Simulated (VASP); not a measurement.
# ScSi2 in VASP: a series of runs, part 2 of 2

VASP 6.6.1.

### Step 5. Single point, PBE

This run uses another cell than the first one, of 16.90 Å³/atom.

File INCAR:

```
PREC = Accurate
ENCUT = 500
EDIFF = 1E-6
ISMEAR = 0
SIGMA = 0.05
LREAL = False
LASPH = True
NELM = 120
ALGO = Normal
ISIF = 2
LWAVE = False
LCHARG = False
GGA = PE
NBANDS = 16
GGA_COMPAT = False
```

File KPOINTS:

```
regular mesh
0
Gamma
  6 6 6
```

File POSCAR:

```
ScSi2
1.0
    4.0341635331      0.0000000000      0.0000000000
   -2.0170817665      3.4936881026      0.0000000000
    0.0000000000      0.0000000000      3.5980020213
Sc Si
1 2
Direct
    0.0000000000      0.0000000000      0.0000000000
    0.3333333333      0.6666666667      0.4995747623
    0.6666666667      0.3333333333      0.5004252377
```

Potentials or basis: VASP PAW PBE potentials, release 64 (Sc_sv, Si).

Command:

```bash
$ cat potpaw_PBE.64/Sc_sv/POTCAR potpaw_PBE.64/Si/POTCAR > POTCAR
$ mpirun -np 1 vasp_std > vasp.out
```

OUTCAR:

```text
PREC = Accurate
   ENCUT = 500
   EDIFF = 1E-6
   ISMEAR = 0
   LREAL = False
   LASPH = True
   NELM = 120
   ISIF = 2
   GGA = PE

 ion  position               nearest neighbor table
   1  0.000  0.000  0.000-   2 2.94   3 2.94   2 2.94   3 2.94   3 2.94   2 2.94   3 2.94   2 2.94
                             2 2.94   3 2.94   3 2.94   2 2.94
   2  0.333  0.667  0.500-   3 2.33   3 2.33   3 2.33   1 2.94   1 2.94   1 2.94   1 2.94   1 2.94
                             1 2.94
   3  0.667  0.333  0.500-   2 2.33   2 2.33   2 2.33   1 2.94   1 2.94   1 2.94   1 2.94   1 2.94
                             1 2.94

  LATTYP: Found a hexagonal cell.
 ALAT       =     4.0341635331
 C/A-ratio  =     0.8918830364

  Lattice vectors:

 A1 = (   4.0341635331,   0.0000000000,   0.0000000000)
 A2 = (  -2.0170817665,   3.4936881026,   0.0000000000)
 A3 = (   0.0000000000,   0.0000000000,   3.5980020213)

Analysis of symmetry for initial positions (statically):
=====================================================================
 Subroutine PRICEL returns:
 Original cell was already a primitive cell.

 Routine SETGRP: Setting up the symmetry group for a
 hexagonal supercell.

 Subroutine GETGRP returns: Found 12 space group operations
 (whereof 12 operations were pure point group operations)
 out of a pool of 24 trial point group operations.

The static configuration has the point symmetry D_3d.

Analysis of symmetry for dynamics (positions and initial velocities):
=====================================================================
 Subroutine PRICEL returns:
 Original cell was already a primitive cell.

 Routine SETGRP: Setting up the symmetry group for a
 hexagonal supercell.

 Subroutine GETGRP returns: Found 12 space group operations
 (whereof 12 operations were pure point group operations)
 out of a pool of 24 trial point group operations.

The dynamic configuration has the point symmetry D_3d.

 Subroutine INISYM returns: Found 12 space group operations
 (whereof 12 operations are pure point group operations),
 and found     1 'primitive' translations

----------------------------------------------------------------------------------------

                                     Primitive cell

  volume of cell :      50.7106

  direct lattice vectors                    reciprocal lattice vectors
     4.034163533  0.000000000  0.000000000     0.247882861  0.143115237  0.000000000
    -2.017081767  3.493688103  0.000000000     0.000000000  0.286230474  0.000000000
     0.000000000  0.000000000  3.598002021     0.000000000  0.000000000  0.277932028

  length of vectors
     4.034163533  4.034163533  3.598002021     0.286230474  0.286230474  0.277932028

  position of ions in fractional coordinates (direct lattice)
     0.000000000  0.000000000  0.000000000
     0.333333333  0.666666667  0.499574762
     0.666666667  0.333333333  0.500425238

  ion indices of the primitive-cell ions
   primitive index   ion index
                 1           1
                 2           2
                 3           3

----------------------------------------------------------------------------------------

 KPOINTS: regular mesh

Automatic generation of k-mesh.
 Grid dimensions read from file:
[... 23 lines left out ...]
  0.166667  0.000000  0.000000      6.000000
  0.333333  0.000000  0.000000      6.000000
  0.500000  0.000000  0.000000      3.000000
  0.166667  0.166667  0.000000      6.000000
  0.333333  0.166667  0.000000     12.000000
[... 16 lines left out ...]
  0.500000  0.000000  0.333333      6.000000
  0.166667  0.166667  0.333333     12.000000
 [... further k-points ...]
   k-points           NKPTS =     34   k-points in BZ     NKDIM =     34   number of bands    NBANDS=     16
   number of dos      NEDOS =    301   number of ions     NIONS =      3
   total plane-waves  NPLWV =  25200
   dimension x,y,z NGX =    30 NGY =   30 NGZ =   28
   dimension x,y,z NGXF=    60 NGYF=   60 NGZF=   56
   ions per type =               1   2
   NGX,Y,Z   is equivalent  to a cutoff of  12.36, 12.36, 12.94 a.u.
   NGXF,Y,Z  is equivalent  to a cutoff of  24.73, 24.73, 25.87 a.u.
 SYSTEM =  unknown system
   PREC   = accura    normal or accurate (medium, high low for compatibility)
   ISTART =      0    job   : 0-new  1-cont  2-samecut
   ICHARG =      2    charge: 1-file 2-atom 10-const
   ISPIN  =      1    spin polarized calculation?
   LNONCOLLINEAR =      F non collinear calculations
   LSORBIT =      F    spin-orbit coupling
   LASPH  =      T    aspherical Exc in radial PAW
   ENCUT  =  500.0 eV  36.75 Ry    6.06 a.u.   7.36  7.36  6.56*2*pi/ulx,y,z
   NELM   =    120;   NELMIN=  2; NELMDL= -5     # of ELM steps
   EDIFF  = 0.1E-05   stopping-criterion for ELM
   LREAL  =      F    real-space projection
   EDIFFG = 0.1E-04   stopping-criterion for IOM
   NSW    =      0    number of steps for IOM
   IBRION =     -1    ionic relax: 0-MD 1-quasi-New 2-CG
   NFREE  =      0    steps in history (QN), initial steepest desc. (CG)
   ISIF   =      2    stress and relaxation
   ISYM   =      2    0-nonsym 1-usesym 2-fastsym
   POTIM  = 0.5000    time-step for ionic-motion
   TEBEG  =    0.0;   TEEND  =   0.0 temperature during run
   PSTRESS=    0.0 pullay stress
   NELECT =      19.0000    total number of electrons
   NUPDOWN=      -1.0000    fix difference up-down
   EMIN   =  10.00;   EMAX   =-10.00  energy-range for DOS
   EFERMI =   0.00;   METHOD = LEGACY
   ISMEAR =     0;   SIGMA  =   0.05  broadening in eV -4-tet -1-fermi 0-gaus
   EFERMI_NEDOS =   21; number of points for ismear=-14 and -15
   IALGO  =     38    algorithm
   IMIX   =      4    mixing-type and parameters
     AMIX     =   0.40;   BMIX     =  1.00
     AMIX_MAG =   1.60;   BMIX_MAG =  1.00
  volume/ion in A,a.u.               =      16.90       114.07
  Fermi-wavevector in a.u.,A,eV,Ry     =   1.180211  2.230276 18.951530  1.392898
  Thomas-Fermi vector in A             =   2.316508
   LORBIT       =      0    0 simple, 1 ext, 2 COOP (PROOUT), +10 PAW based schemes
   GGA     = PE    functional components
   LHFCALC =     F    Hartree Fock is set to
   AEXX    =    0.0000 exact exchange contribution
   IVDW    =     0    specifies the selected vdW correction
   LEPSILON=     F    determine dielectric tensor
   LRPA    =     F    only Hartree local field effects (RPA)
 non-spin polarized calculation
 Gauss-broadening in eV      SIGMA  =   0.05
  energy-cutoff  :      500.00
  volume of cell :       50.71
 maximum number of plane-waves:      1303
 NGX is ok and might be reduce to    30

 number of electron      18.9999998 magnetization

 Free energy of the ion-electron system (eV)
  ---------------------------------------------------
  ext. energy  EPLUGINS =         0.00000000
  ---------------------------------------------------
  free energy    TOTEN  =       -18.19255454 eV

  energy without entropy =      -18.18728565  energy(sigma->0) =      -18.18992009

 E-fermi :   8.0220     XC(G=0): -10.7727

 val. band max:        8.0076490720   @ k =   0.0000   0.1667   0.1667
 cond. band min:       8.0408110024   @ k =   0.3333   0.1667   0.1667
 fundamental gap:      0.0331619304
 Fermi energy:         8.0220067478

 k-point     1 :       0.0000    0.0000    0.0000
  band No.  band energies     occupation
      1     -41.8469      2.00000
      2     -20.5112      2.00000
      3     -20.5112      2.00000
      4     -20.4374      2.00000
      5      -4.6908      2.00000
      6       4.2214      2.00000
[... 433 lines left out ...]
      3     -20.5118      2.00000
      4     -20.5084      2.00000
      5      -3.0509      2.00000
      6       1.6078      2.00000
[... 8 lines left out ...]
     15      11.3780      0.00000
     16      11.7241      0.00000

 [... further k-points ...]

------------------------ aborting loop because EDIFF is reached ----------------------------------------

  FORCE on cell =-STRESS in cart. coord.  units (eV):
  Direction    XX          YY          ZZ          XY          YZ          ZX
  --------------------------------------------------------------------------------------
  -------------------------------------------------------------------------------------
  Total       -0.0080203     -0.0080203      0.0340135     -0.0000000      0.0000000      0.0000000
  in kB       -0.2533959     -0.2533959      1.0746392     -0.0000000      0.0000000      0.0000000
  external PRESSURE =       0.1892825 kB  Pullay stress =       0.0000000 kB

 VOLUME and BASIS-vectors are now :
 -----------------------------------------------------------------------------
  energy-cutoff  :      500.00
  volume of cell :       50.71
      direct lattice vectors                 reciprocal lattice vectors
     4.034163533  0.000000000  0.000000000     0.247882861  0.143115237  0.000000000
    -2.017081767  3.493688103  0.000000000     0.000000000  0.286230474  0.000000000
     0.000000000  0.000000000  3.598002021     0.000000000  0.000000000  0.277932028

 POSITION                                       TOTAL-FORCE (eV/Angst)
 -----------------------------------------------------------------------------------
      0.00000      0.00000      0.00000        -0.000000      0.000000      0.000000
     -0.00000      2.32913      1.79747         0.000000      0.000000      0.000155
      2.01708      1.16456      1.80053        -0.000000     -0.000000     -0.000155
 -----------------------------------------------------------------------------------
    total drift:                                0.000000     -0.000000     -0.000000

  FREE ENERGIE OF THE ION-ELECTRON SYSTEM (eV)
  ---------------------------------------------------
  free  energy   TOTEN  =       -18.1925545386 eV

  energy  without entropy=      -18.1872856451  energy(sigma->0) =      -18.18992009
```

stdout:

```text
POSCAR found type information on POSCAR ScSi
 POSCAR found :  2 types and       3 ions
 scaLAPACK will be used
 LDA part: xc-table for (Slater+PW92), standard interpolation
 POSCAR, INCAR and KPOINTS ok, starting setup
 FFT: planning ... GRIDC
 FFT: planning ... GRID_SOFT
 FFT: planning ... GRID
 WAVECAR not read
 entering main loop
```

Wall time 16 s (1 thread of Intel Xeon 6975P-C (Granite Rapids), shared host); peak memory 0.17 GiB.

Results:

* Free energy: -18.1926 eV
* Pressure: 0.0 GPa
* Band gap on the k mesh: zero (an odd number of electrons rules out a gap without spin polarisation)

### Step 6. Relaxation of cell and atoms, PBE

This run uses another cell than the first one, of 14.94 Å³/atom.

File INCAR:

```
  PREC = Accurate
  ENCUT = 500
  EDIFF = 1E-7
  ISMEAR = 0
  SIGMA = 0.05
  LREAL = False
  LASPH = True
  NELM = 120
  ALGO = Normal
  ISIF = 3
  LWAVE = False
  LCHARG = False
  GGA = PE
  IBRION = 2
  NSW = 80
  EDIFFG = -0.02
  GGA_COMPAT = False
  NELMIN = 4
```

File KPOINTS:

```
Automatic mesh
0
Gamma
  7 7 5
```

File POSCAR:

```
ScSi2
1.0
    3.6100000000      0.0000000000      0.0000000000
   -1.8050000000      3.1263517077      0.0000000000
    0.0000000000      0.0000000000      3.9710000000
Sc Si
1 2
Direct
    0.0000000000      0.0000000000      0.0000000000
    0.3333333333      0.6666666667      0.5000000000
    0.6666666667      0.3333333333      0.5000000000
```

Potentials or basis: VASP PAW PBE potentials, release 64 (Sc_sv, Si).

Command:

```bash
$ cat potpaw_PBE.64/Sc_sv/POTCAR potpaw_PBE.64/Si/POTCAR > POTCAR
$ mpirun -np 1 vasp_std > vasp.out
```

Wall time 72 s (1 thread of Intel Xeon 6975P-C (Granite Rapids), shared host); peak memory 0.17 GiB.

Results (log left out):

| Quantity | Value |
| --- | --- |
| Free energy | -18.1753 eV |
| Relaxed volume | 16.98 Å³/atom |
| Relaxed cell | a = 4.016 Å, b = 4.016 Å, c = 3.646 Å, α = 90.00°, β = 90.00°, γ = 120.00° |
| Space group after relaxing (to 0.1 Å) | P6/mmm (No. 191) |
| Energy gained by relaxing | 377.8 meV/atom |
| Ionic steps | 11 |
| Pressure after relaxing | 0.0 GPa |
| Band gap on the k mesh | zero (an odd number of electrons rules out a gap without spin polarisation) |

Step by step:
```tsv
step	energy change (eV)	largest force (eV/Å)	pressure (GPa)	volume (Å³)
1	0.0000	0.0000	28.68	44.82
2	-0.5231	0.0000	-12.50	63.76
3	-1.0236	0.0000	-3.40	54.17
4	-1.0240	0.0000	-3.04	53.97
5	-1.1107	0.0000	-1.37	52.14
6	-1.1273	0.0000	-0.26	51.25
7	-1.1176	0.0000	2.33	49.46
8	-1.1321	0.0000	0.66	50.64
9	-1.1322	0.0000	0.78	50.56
10	-1.1333	0.0000	-0.34	51.08
11	-1.1335	0.0000	-0.01	50.93
```

Final structure:
```xyz
3
Lattice="4.0159 0.0000 0.0000 -2.0079 3.4779 0.0000 0.0000 0.0000 3.6463" Properties=species:S:1:pos:R:3 pbc="T T T"
Sc   -2.0079    3.4779    0.0000
Si    0.0000    2.3186    1.8231
Si    2.0079    1.1593    1.8231
```

Levels at points of the mesh, in eV from the Fermi level:
```csv
k point,band 7,band 8,band 9,band 10,band 11,band 12
"(0.00, 0.00, 0.00)",-3.63,-1.76,-1.18,-1.13,0.65,0.65
```

### Step 7. Summary

| task | cell | k mesh | gap on the mesh (eV) | pressure (GPa) |
| --- | --- | --- | --- | --- |
| single point | a = 4.017, b = 4.017, c = 3.642 Å, angles 90.0, 90.0, 120.0°, 3 atoms | 7 × 7 × 5 | none | 0.1 |
| single point | a = 4.034, b = 4.034, c = 3.597 Å, angles 90.0, 90.0, 120.0°, 3 atoms | 6 × 6 × 6 | none | 0.0 |
| single point | a = 4.023, b = 4.023, c = 3.634 Å, angles 90.0, 90.0, 120.0°, 3 atoms | 7 × 7 × 4 | none | 0.1 |
| single point | a = 4.034, b = 4.034, c = 3.598 Å, angles 90.0, 90.0, 120.0°, 3 atoms | 6 × 6 × 6 | none | 0.0 |
| relaxation of cell and atoms | relaxed from a = 3.610, b = 3.610, c = 3.971 Å, angles 90.0, 90.0, 120.0°, 3 atoms | 7 × 7 × 5 | none | 0.0 |

Some of these runs hold the atoms at other places in the same cell, which the table doesn't show; runs alike in all that it shows share one row.

Alike in all rows: level PBE; potentials or basis VASP PAW PBE potentials, release 64 (Sc_sv, Si); no spin polarisation; cutoff (eV) 500; smearing gaussian 0.05 eV.

Caveats: some runs use coarse meshes.

Absolute energies hang on the potentials; compare differences alone.
